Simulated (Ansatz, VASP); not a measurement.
Mg3BeS in VASP and in Ansatz

```
CELL_PARAMETERS angstrom
2.94751 1.70175 2.40663
-2.94751 1.70175 2.40663
0.00000 -3.40349 2.40663
ATOMIC_POSITIONS crystal
Mg 0.53000 0.88950 0.01750
Mg 0.01750 0.53000 0.88950
Mg 0.88950 0.01750 0.53000
Be 0.50000 0.50000 0.50000
S 0.03190 0.03190 0.03190
```

Change from the starting cell: species swapped into the Ag3SI type (R3, No. 146).

Alike in both runs: task relaxation of cell and atoms; functional PBE; k mesh 4 × 4 × 4; occupations gaussian, width 0.1 eV; no spin polarisation.

|  | VASP | Ansatz |
| --- | --- | --- |
| version | VASP 6.6.1 | Ansatz 0.2.0 |
| potentials or method | VASP PAW PBE potentials, release 64 (Mg, Be, S), cutoff 600 eV | scalar-relativistic, plane waves, PAW |
| valence electrons in the cell | 14 | 38 |

Ansatz gave:

* gap on the k mesh at the Fermi level, each at its own relaxed structure (eV): none
* relaxed volume (Å³/atom): 22.10
* relaxed cell length with the largest relative difference (Å): 4.864

Q: Estimate VASP's values.

A: gap on the k mesh at the Fermi level, each at its own relaxed structure (eV): none; relaxed volume (Å³/atom): 21.99; relaxed cell length with the largest relative difference (Å): 4.855.

A gap of «none» marks a metal or a gap that the smearing closes. VASP's potentials hold 14 valence electrons a cell and Ansatz's 38, so a difference there can come from the potentials and not from the codes.

The k mesh is coarse, so the values compare programs but aren't converged. Noted on VASP's run: the volume moved by over 15 % at a fixed basis, so the end points are rough.
